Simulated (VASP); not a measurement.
Here is a VASP 6.6.1 calculation.

The input INCAR:

```
SYSTEM = ZrO5
PREC = Accurate ; ENCUT = 520
EDIFF = 1E-6 ; ISMEAR = 0
SIGMA = 0.1 ; LREAL = .False.
LASPH = .True. ; NELM = 80
ALGO = Normal ; ISIF = 2
LWAVE = .False. ; LCHARG = .True.
GGA = PE ; LELF = .True.
LVHAR = .True. ; NBANDS = 30
```

File KPOINTS:

```
Automatic mesh
0
Gamma
  6 6 6
  0 0 0
```

The input POSCAR:

```
ZrO5
1.0
    0.0000000000      2.9721610061      2.9721610061
    2.9721610061      0.0000000000      2.9721610061
    2.9721610061      2.9721610061      0.0000000000
Zr O
1 5
Direct
    0.0000000000      0.0000000000      0.0000000000
    0.2500000000      0.2500000000      0.2500000000
    0.1220996709      0.6259667764      0.6259667764
    0.6259667764      0.6259667764      0.6259667764
    0.6259667764      0.6259667764      0.1220996709
    0.6259667764      0.1220996709      0.6259667764
```

Potentials or basis: VASP PAW PBE potentials, release 64 (Zr_sv, O).

Run with:

```bash
$ cat potpaw_PBE.64/Zr_sv/POTCAR potpaw_PBE.64/O/POTCAR > POTCAR
$ mpirun -np 1 vasp_std > vasp.out
```

Question: Predict the largest force.

Answer: 0.010 eV/Å.

Question: Estimate the pressure.

Answer: -0.2 GPa.

Question: Predict the band gap on the k mesh.

Answer: Zero (band 21 reaches 6.87 eV, above the bottom of band 22 at 6.06 eV).

Forces on the atoms (eV/Å):
```
Zr   0.000  0.000  0.000
O    0.000  0.000  0.000
O   -0.006  0.006  0.006
O   -0.006 -0.006 -0.006
O    0.006  0.006 -0.006
O    0.006 -0.006  0.006
```
